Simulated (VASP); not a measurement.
# KBr (Fm-3m) in VASP: notebook, part 2 of 2

VASP 6.6.1.

### Step 3. Single point, LDA

INCAR reads:

```
ALGO = Normal ; EDIFF = 1E-6
ENCUT = 520 ; GGA = CA
ISIF = 2 ; ISMEAR = 0
LASPH = T ; LCHARG = F
LREAL = F ; LWAVE = F
NBANDS = 15 ; NELM = 60
PREC = Accurate ; SIGMA = 0.01
```

KPOINTS reads:

```
k-points
0
Gamma
  6 6 6
```

POSCAR reads:

```
KBr
1.0
    0.0000000000      3.3024387198      3.3024387198
    3.3024387198      0.0000000000      3.3024387198
    3.3024387198      3.3024387198      0.0000000000
K Br
1 1
Direct
    0.0000000000      0.0000000000      0.0000000000
    0.5000000000      0.5000000000      0.5000000000
```

Potentials or basis: VASP PAW LDA potentials, release 64 (K_sv, Br).

Started as:

```
> cat potpaw_LDA.64/K_sv/POTCAR potpaw_LDA.64/Br/POTCAR > POTCAR
> mpirun -np 1 vasp_std > vasp.out
```

OUTCAR:

```text
EDIFF = 1E-6
   ENCUT = 520
   GGA = CA
   ISIF = 2
   ISMEAR = 0
   LASPH = T
   LREAL = F
   NELM = 60
   PREC = Accurate

 ion  position               nearest neighbor table
   1  0.000  0.000  0.000-
   2  0.500  0.500  0.500-

  LATTYP: Found a face centered cubic cell.
 ALAT       =     6.6048774396

  Lattice vectors:

 A1 = (   0.0000000000,   3.3024387198,   3.3024387198)
 A2 = (   3.3024387198,   0.0000000000,   3.3024387198)
[... 460 lines left out ...]
     15       9.1332      0.00000

------------------------ aborting loop because EDIFF is reached ----------------------------------------

  FORCE on cell =-STRESS in cart. coord.  units (eV):
  Direction    XX          YY          ZZ          XY          YZ          ZX
  --------------------------------------------------------------------------------------
  -------------------------------------------------------------------------------------
  Total       -0.7340799     -0.7340799     -0.7340799      0.0000000      0.0000000      0.0000000
  in kB      -16.3274969    -16.3274969    -16.3274969      0.0000000      0.0000000      0.0000000
  external PRESSURE =     -16.3274969 kB  Pullay stress =       0.0000000 kB

 VOLUME and BASIS-vectors are now :
 -----------------------------------------------------------------------------
  energy-cutoff  :      520.00
  volume of cell :       72.03
      direct lattice vectors                 reciprocal lattice vectors
     0.000000000  3.302438720  3.302438720    -0.151403264  0.151403264  0.151403264
     3.302438720  0.000000000  3.302438720     0.151403264 -0.151403264  0.151403264
     3.302438720  3.302438720  0.000000000     0.151403264  0.151403264 -0.151403264

 POSITION                                       TOTAL-FORCE (eV/Angst)
 -----------------------------------------------------------------------------------
      0.00000      0.00000      0.00000         0.000000      0.000000      0.000000
      3.30244      3.30244      3.30244        -0.000000      0.000000     -0.000000
 -----------------------------------------------------------------------------------
    total drift:                                0.000000      0.000000      0.000000

  FREE ENERGIE OF THE ION-ELECTRON SYSTEM (eV)
  ---------------------------------------------------
  free  energy   TOTEN  =        -6.7957746878 eV

  energy  without entropy=       -6.7957746878  energy(sigma->0) =       -6.79577469
```

stdout:

```text
POSCAR found type information on POSCAR K Br
 POSCAR found :  2 types and       2 ions
 scaLAPACK will be used
 LDA part: xc-table for (Slater(with rela. corr.)+CA(PZ))
 , standard interpolation
 POSCAR, INCAR and KPOINTS ok, starting setup
 FFT: planning ... GRIDC
 FFT: planning ... GRID_SOFT
 FFT: planning ... GRID
 WAVECAR not read
 entering main loop
```

Wall time 12 s (1 thread of Intel Xeon 8259CL, shared host); peak memory 0.17 GiB.

Results:

- Free energy: -6.7958 eV
- Pressure: -1.6 GPa
- Band gap on the k mesh: 4.03 eV

### Step 4. Relaxation of cell and atoms, PBEsol

This run uses another cell than the first one, of 37.61 Å³/atom.

INCAR reads:

```
ALGO = Normal
EDIFF = 1E-6
EDIFFG = -0.005
ENCUT = 600
GGA = PS
IBRION = 2
ISIF = 3
ISMEAR = -1
LASPH = T
LCHARG = F
LREAL = F
LWAVE = F
NELM = 60
NSW = 80
PREC = Accurate
SIGMA = 0.02
```

KPOINTS is that of step 3.

POSCAR reads:

```
KBr
1.0
    0.0000000000      3.3504479108      3.3504479108
    3.3504479108      0.0000000000      3.3504479108
    3.3504479108      3.3504479108      0.0000000000
K Br
1 1
Direct
    0.0000000000      0.0000000000      0.0000000000
    0.5000000000      0.5000000000      0.5000000000
```

Potentials or basis: VASP PAW PBE potentials, release 64 (K_sv, Br).

Started as:

```
> cat potpaw_PBE.64/K_sv/POTCAR potpaw_PBE.64/Br/POTCAR > POTCAR
> mpirun -np 1 vasp_std > vasp.out
```

Run time: 72 s. Hardware: 1 thread of Intel Xeon 8259CL, shared host; peak memory 0.25 GiB.

The run converged. Its results:

```yaml
Free_energy: -6.4602 eV
Relaxed_volume: 35.26 Å³/atom
Relaxed_cell: a = 4.637 Å, b = 4.637 Å, c = 4.637 Å, α = 60.00°, β = 60.00°, γ = 60.00°
Space_group_after_relaxing_to_0.1_Å: Fm-3m (No. 225)
Energy_gained_by_relaxing: 6.6 meV/atom
Ionic_steps: 4
Pressure_after_relaxing: 0.0 GPa
Band_gap_on_the_k_mesh: 4.33 eV
```

Step by step:
| step | energy change (eV) | largest force (eV/Å) | pressure (GPa) | volume (Å³) |
| --- | --- | --- | --- | --- |
| 1 | 0.0000 | 0.0000 | -0.84 | 75.22 |
| 2 | -0.0090 | 0.0000 | -0.50 | 73.09 |
| 3 | -0.0131 | 0.0000 | -0.05 | 70.77 |
| 4 | -0.0131 | 0.0000 | 0.01 | 70.52 |

Final structure:
```
CELL_PARAMETERS angstrom
0.00000 3.27915 3.27915
3.27915 0.00000 3.27915
3.27915 3.27915 0.00000
ATOMIC_POSITIONS crystal
K 0.00000 0.00000 0.00000
Br 0.50000 0.50000 0.50000
```

Levels at points of the mesh, in eV from the valence-band top:
```
           k point  band 6  band 7  band 8  band 9  band 10  band 11
(0.00, 0.00, 0.00)    0.00    0.00    0.00    4.33     7.53     7.53
(0.50, 0.00, 0.00)   -1.25   -0.36   -0.36    6.48     8.20     9.77
(0.50, 0.50, 0.00)   -0.85   -0.30   -0.30    5.72     7.16     9.36
```

Caveat: the PAW data sets were made with another functional, which shifts forces and pressure a little.

### Step 5. Single point, HSE06

POSCAR reads:

```
KBr
1.0
    0.0000000000      3.3024387198      3.3024387198
    3.3024387198      0.0000000000      3.3024387198
    3.3024387198      3.3024387198      0.0000000000
K Br
1 1
Direct
    0.0000000000      0.0000000000      0.0000000000
    0.5000000000      0.5000000000      0.5000000000
```

INCAR.step1 reads:

```
SYSTEM = KBr
PREC = Accurate
ENCUT = 520
EDIFF = 1E-5
ISMEAR = 0
SIGMA = 0.01
LREAL = .FALSE.
LASPH = .TRUE.
NELM = 80
ALGO = Normal
ISIF = 2
LWAVE = .TRUE.
GGA = PE
NBANDS = 15
```

INCAR.step2 reads:

```
SYSTEM = KBr
PREC = Accurate
ENCUT = 520
EDIFF = 1E-6
ISMEAR = 0
SIGMA = 0.01
LREAL = .FALSE.
LASPH = .TRUE.
NELM = 80
ALGO = Normal
ISIF = 2
LWAVE = .FALSE.
LCHARG = .TRUE.
GGA = PE
LHFCALC = .TRUE.
HFSCREEN = 0.2079
PRECFOCK = Normal
LELF = .TRUE.
LVHAR = .TRUE.
ISTART = 1
NBANDS = 15
```

KPOINTS reads:

```
Automatic mesh
0
G
  4 4 4
  0 0 0
```

Started as:

```
> cat potpaw_PBE.64/K_sv/POTCAR potpaw_PBE.64/Br/POTCAR > POTCAR
> cp INCAR.step1 INCAR
> mpirun -np 1 vasp_std > vasp.out
> cp INCAR.step2 INCAR
> mpirun -np 1 vasp_std > vasp.out
```

It took 12 min on 1 thread of Intel Xeon 8259CL, shared host; peak memory 0.32 GiB.

Results (log left out):

| Quantity | Value |
| --- | --- |
| Free energy | -7.1695 eV |
| Pressure | 0.4 GPa |
| Band gap on the k mesh | 5.59 eV |

Levels at points of the mesh, in eV from the valence-band top:
```csv
k point,band 4,band 5,band 6,band 7,band 8,band 9,band 10,band 11,band 12,band 13
"(0.00, 0.00, 0.00)",-12.09,-12.09,0.00,0.00,0.00,5.59,8.97,8.97,8.97,9.92
"(0.50, 0.00, 0.00)",-12.10,-11.84,-1.23,-0.34,-0.34,7.74,9.58,11.37,11.37,11.38
"(0.50, 0.50, 0.00)",-12.13,-12.13,-0.86,-0.31,-0.31,7.07,8.48,10.77,10.97,11.30
```

Caveat: the PAW data sets were made with another functional, which shifts forces and pressure a little.

### Step 6. Single point, HSE06

This run uses another cell than the first one, of 37.00 Å³/atom.

POSCAR reads:

```
KBr
1.0
    0.0000000000      3.3323196701      3.3323196701
    3.3323196701      0.0000000000      3.3323196701
    3.3323196701      3.3323196701      0.0000000000
K Br
1 1
Direct
    0.0000000000      0.0000000000      0.0000000000
    0.5000000000      0.5000000000      0.5000000000
```

INCAR.step1 reads:

```
SYSTEM = KBr
PREC     = Accurate       ! precision mode
ENCUT    = 520            ! plane-wave cutoff, eV
EDIFF    = 1E-5           ! SCF threshold, eV
ISMEAR   = -1             ! smearing method
SIGMA    = 0.02           ! smearing width, eV
LREAL    = .FALSE.        ! projectors in reciprocal space
LASPH    = .TRUE.         ! aspherical terms in the spheres
NELM     = 60             ! most SCF steps
ALGO     = Normal         ! electronic algorithm
ISIF     = 2              ! what is computed and relaxed
LWAVE    = .TRUE.         ! write WAVECAR
LCHARG   = .FALSE.        ! write CHGCAR
NBANDS   = 15             ! bands
GGA      = PE             ! functional
```

INCAR.step2 reads:

```
SYSTEM = KBr
PREC     = Accurate       ! precision mode
ENCUT    = 520            ! plane-wave cutoff, eV
EDIFF    = 1E-6           ! SCF threshold, eV
ISMEAR   = -1             ! smearing method
SIGMA    = 0.02           ! smearing width, eV
LREAL    = .FALSE.        ! projectors in reciprocal space
LASPH    = .TRUE.         ! aspherical terms in the spheres
NELM     = 60             ! most SCF steps
ALGO     = Normal         ! electronic algorithm
ISIF     = 2              ! what is computed and relaxed
LWAVE    = .FALSE.        ! write WAVECAR
LCHARG   = .FALSE.        ! write CHGCAR
GGA      = PE             ! functional
LHFCALC  = .TRUE.         ! exact exchange
HFSCREEN = 0.2079         ! screening, 1/A
PRECFOCK = Normal       
NBANDS   = 15             ! bands
ISTART   = 1
```

KPOINTS is that of step 5.

Potentials or basis: VASP PAW PBE potentials, release 64 (K_sv, Br).

Started as:

```
> cat potpaw_PBE.64/K_sv/POTCAR potpaw_PBE.64/Br/POTCAR > POTCAR
> cp INCAR.step1 INCAR
> mpirun -np 1 vasp_std > vasp.out
> cp INCAR.step2 INCAR
> mpirun -np 1 vasp_std > vasp.out
```

Run time: 13 min. Hardware: 1 thread of Intel Xeon 8259CL, shared host; peak memory 0.32 GiB.

Results (log left out):

```yaml
Free_energy: -7.1726 eV
Pressure: 0.0 GPa
Band_gap_on_the_k_mesh: 5.52 eV
```

Levels at points of the mesh, in eV from the valence-band top:
```tsv
k point	band 5	band 6	band 7	band 8	band 9	band 10	band 11	band 12
(0.00, 0.00, 0.00)	-12.15	0.00	0.00	0.00	5.52	8.96	8.96	8.96
(0.50, 0.00, 0.00)	-11.91	-1.17	-0.32	-0.32	7.68	9.47	11.28	11.28
(0.50, 0.50, 0.00)	-12.19	-0.83	-0.30	-0.30	7.09	8.38	10.61	10.92
```

Caveat: the PAW data sets were made with another functional, which shifts forces and pressure a little.

### Step 7. Summary

| task | level | potentials or basis | cell | k mesh | cutoff (eV) | smearing | grid for exact exchange (PRECFOCK) | share of exact exchange | screening parameter | gap on the mesh (eV) | pressure (GPa) |
| --- | --- | --- | --- | --- | --- | --- | --- | --- | --- | --- | --- |
| single point | PBE | VASP PAW PBE potentials, release 64 (K_sv, Br) | a = 4.670 Å, angles 60.0°, 2 atoms | 6 × 6 × 6 | 520 | fermi-dirac 0.02 eV | - | - | - | 4.43 | 0.7 |
| single point | LDA | VASP PAW LDA potentials, release 64 (K_sv, Br) | a = 4.670 Å, angles 60.0°, 2 atoms | 6 × 6 × 6 | 520 | gaussian 0.01 eV | - | - | - | 4.03 | -1.6 |
| relaxation of cell and atoms | PBEsol | VASP PAW PBE potentials, release 64 (K_sv, Br) | relaxed from a = 4.738 Å, angles 60.0°, 2 atoms | 6 × 6 × 6 | 600 | fermi-dirac 0.02 eV | - | - | - | 4.33 | 0.0 |
| single point | HSE06 | VASP PAW PBE potentials, release 64 (K_sv, Br) | a = 4.670 Å, angles 60.0°, 2 atoms | 4 × 4 × 4 | 520 | gaussian 0.01 eV | Normal | 0.25 | 0.2079 1/Å | 5.59 | 0.4 |
| single point | HSE06 | VASP PAW PBE potentials, release 64 (K_sv, Br) | a = 4.713 Å, angles 60.0°, 2 atoms | 4 × 4 × 4 | 520 | fermi-dirac 0.02 eV | Normal | 0.25 | 0.2079 1/Å | 5.52 | 0.0 |

Alike in all rows: no spin polarisation.

Caveats: the PAW data sets were made with another functional, which shifts forces and pressure a little (at least some runs).

Total energies depend on the potentials used, so only differences within one code and one set of settings carry meaning.
